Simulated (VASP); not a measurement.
Here is a VASP 6.6.1 calculation.

Contents of INCAR:

```
ALGO = Normal ; EDIFF = 1E-7
EDIFFG = -0.04 ; ENCUT = 600
GGA = PE ; IBRION = 2
ISIF = 3 ; ISMEAR = 0
LASPH = True ; LCHARG = False
LREAL = False ; LWAVE = False
NELM = 80 ; NSW = 90
PREC = Accurate ; SIGMA = 0.1
```

Contents of KPOINTS:

```
k-points
0
Gamma
  4 4 4
```

File POSCAR:

```
Mg3SeS2
1.0
    0.0000000000      3.5448913500      6.0845353700
    3.3372343300      0.0000000000      6.0845353700
    3.3372343300      3.5448913500      0.0000000000
Mg Se S
3 1 2
Direct
    0.1987812600      0.1987812600      0.8012187400
    0.8012187400      0.8012187400      0.1987812600
    0.5000000000      0.5000000000      0.5000000000
    0.0000000000      0.0000000000      0.0000000000
    0.2721114500      0.7278885500      0.2721114500
    0.7278885500      0.2721114500      0.7278885500
```

Potentials or basis: VASP PAW PBE potentials, release 64 (Mg, Se, S).

The run is started by

```bash
$ cat potpaw_PBE.64/Mg/POTCAR potpaw_PBE.64/Se/POTCAR potpaw_PBE.64/S/POTCAR > POTCAR
$ mpirun -np 1 vasp_std > vasp.out
```

Task: Estimate the relaxed volume.

Result: 28.53 Å³/atom.

Task: Predict the band gap on the k mesh.

Result: Zero (bands 12 and 13 overlap by 2.37 eV).

Task: What does it give for the space group after relaxing (to 0.1 Å)?

Result: Fmmm (No. 69).

Final structure:
```yaml
crystal:
  lattice:
    - [0.00000, 5.01274, 6.38011]
    - [2.67588, 0.00000, 6.38011]
    - [2.67588, 5.01274, 0.00000]
  atoms:
    - { symbol: Mg, position: [0.20805, 0.20805, 0.79195] }
    - { symbol: Mg, position: [0.79195, 0.79195, 0.20805] }
    - { symbol: Mg, position: [0.50000, 0.50000, 0.50000] }
    - { symbol: Se, position: [0.00000, 0.00000, 0.00000] }
    - { symbol: S, position: [0.25174, 0.74826, 0.25174] }
    - { symbol: S, position: [0.74826, 0.25174, 0.74826] }
```

Caveat: the volume moved by over 15 % at a fixed basis, so the end points are rough.
